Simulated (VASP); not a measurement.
Write the native input for VASP 6.6.1 that does the following.

```yaml
Task: electric field gradients
Functional: PBEsol
Potentials_or_basis: VASP PAW PBE potentials, release 64 (Ti_sv)
Cutoff: 520 eV
k_mesh: 14 × 14 × 8
Occupations: fermi-dirac, width 0.05 eV
Spin: no spin polarisation
Dipole_correction: no
Further_INCAR_settings: ALGO = Normal; EDIFF = 1e-08; NBANDS = 19
```

The structure of Ti lies in POSCAR:

```
Ti
1.0
    2.8909979032      0.0000000000      0.0000000000
   -1.4454989516      2.5036776264      0.0000000000
    0.0000000000      0.0000000000      4.6860000000
Ti
2
Direct
    0.3333333333      0.6666666667      0.2500000000
    0.6666666667      0.3333333333      0.7500000000
```

This cell differs from its parent crystal: equal xx and yy strain of -2 %.

One way to write it, as run:

INCAR

```
PREC = Accurate ; ENCUT = 520
EDIFF = 1E-8 ; ISMEAR = -1
SIGMA = 0.05 ; LREAL = False
LASPH = True ; NELM = 60
ALGO = Normal ; ISIF = 2
LWAVE = False ; LCHARG = False
GGA = PS ; LEFG = True
NBANDS = 19
```

KPOINTS

```
Automatic mesh
0
Gamma
  14 14 8
```

Potentials or basis: VASP PAW PBE potentials, release 64 (Ti_sv).

The run is started by

```sh
$ cat potpaw_PBE.64/Ti_sv/POTCAR > POTCAR
$ mpirun -np 1 vasp_std > vasp.out
```

It gave:

| Item | Value |
| --- | --- |
| Pressure | -1.9 GPa |
| Band gap on the k mesh | zero (bands 12 and 13 overlap by 1.03 eV) |
| Largest electric field gradient by atom | Ti +13.9 V/Å² |

Caveat: the cell differs from its parent crystal (equal xx and yy strain of -2 %); without QUAD_EFG the Cq values of the log hold for a quadrupole moment of 1 mb, not for the nuclei; the PAW data sets were made with another functional, which shifts forces and pressure a little.

Wall time 100 s on 1 thread of Intel Xeon 8259CL (shared host), peak memory 0.2 GiB.
